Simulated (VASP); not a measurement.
Set up this calculation in VASP 6.6.1, as the native input.

| Quantity | Value |
| --- | --- |
| Task | single point |
| Functional | PBE |
| Dispersion | D3(BJ) |
| Potentials or basis | VASP PAW PBE potentials, release 64 (C, N, H) |
| Cutoff | 520 eV |
| k mesh | 1 × 1 × 1 |
| Occupations | fermi-dirac, width 0.02 eV |
| Spin | no spin polarisation |
| Dipole correction | no |
| Further INCAR settings | LREAL = Auto; ALGO = Normal; EDIFF = 1e-06; NBANDS = 72 |

The structure of H3C2N lies in POSCAR:

```
H3C2N
1.0
    8.0517480000      0.0000000000      0.0000000000
    0.0000000000      8.0517480000      0.0000000000
    0.0000000000      0.0000000000      8.0517480000
C N H
12 6 18
Direct
    0.6789705788      0.1853137977      0.3074984463
    0.5501165710      0.1309405113      0.4015401376
    0.1373117986      0.3819170694      0.4432453673
    0.0476915075      0.5105847823      0.5322570950
    0.1826559897      0.9498434377      0.7765270349
    0.2877139225      1.0293168639      0.9107339177
    0.6883474247      0.8085697665      1.0779025871
    0.6198902400      0.6718789510      1.1822774384
    0.5792282620      0.4058249215      0.7562084655
    0.7248984941      0.2951781402      0.7884995904
    1.1283015812      0.9620768062      0.2970783487
    1.1240292170      0.7994661532      0.2132704600
    0.4457789787      0.0833607808      0.4865278943
   -0.0157481332      0.6215172159      0.5921322923
    0.3674978402      1.0890057662      1.0162389583
    0.5488621850      0.5793524586      1.2695131542
    0.8429101358      0.2106250717      0.7983111245
    1.1021830291      0.6831311661      0.1314248782
    0.6525415351      0.2571491308      0.1901947254
    0.7437142842      0.2586767494      0.3903872799
    0.7681065031      0.0977924297      0.2909181957
    0.2554848960      0.4391965571      0.3962866200
    0.1528239582      0.2735430865      0.5227808918
    0.0608811900      0.3284876775      0.3354178496
    0.2048499282      0.8094639822      0.7750739343
    0.0491073491      0.9829418407      0.7784024040
    0.2497594311      0.9876116341      0.6586147505
    0.7830473582      0.7440371954      0.9960818446
    0.5945665463      0.8726055510      1.0081537574
    0.7526564418      0.9003510790      1.1576368262
    0.5572951364      0.4986991645      0.8606081561
    0.6256032852      0.4868880646      0.6525291154
    0.4653896272      0.3266371476      0.7282269639
    1.0548765312      0.9611453314      0.4124570218
    1.2491697455      1.0104513952      0.3240538576
    1.0733197313      1.0559570419      0.2081908177
```

The input as run:

INCAR

```
SYSTEM = H3C2N
ALGO = Normal ; EDIFF = 1E-6
ENCUT = 520 ; GGA = PE
ISIF = 2 ; ISMEAR = -1
IVDW = 12 ; LASPH = .TRUE.
LCHARG = .FALSE. ; LREAL = Auto
LWAVE = .FALSE. ; NBANDS = 72
NELM = 80 ; PREC = Accurate
SIGMA = 0.02
```

KPOINTS

```
k-points
0
G
  1 1 1
  0 0 0
```

Potentials or basis: VASP PAW PBE potentials, release 64 (C, N, H).

Run with:

```console
$ cat potpaw_PBE.64/C/POTCAR potpaw_PBE.64/N/POTCAR potpaw_PBE.64/H/POTCAR > POTCAR
$ mpirun -np 1 vasp_gam > vasp.out
```

It gave:

```json
{"Pressure": "-0.3 GPa", "Largest force": "3.766 eV/Å", "Band gap on the k mesh": "6.28 eV", "Dispersion energy per atom": "-0.045 eV"}
```

Caveat: the k points lie up to 0.78 Å⁻¹ apart.

It took 96 s on 1 thread of Intel(R) Xeon(R) Platinum 8375C CPU @ 2.90GHz (Ice Lake), on a shared host, peak memory 0.47 GiB.
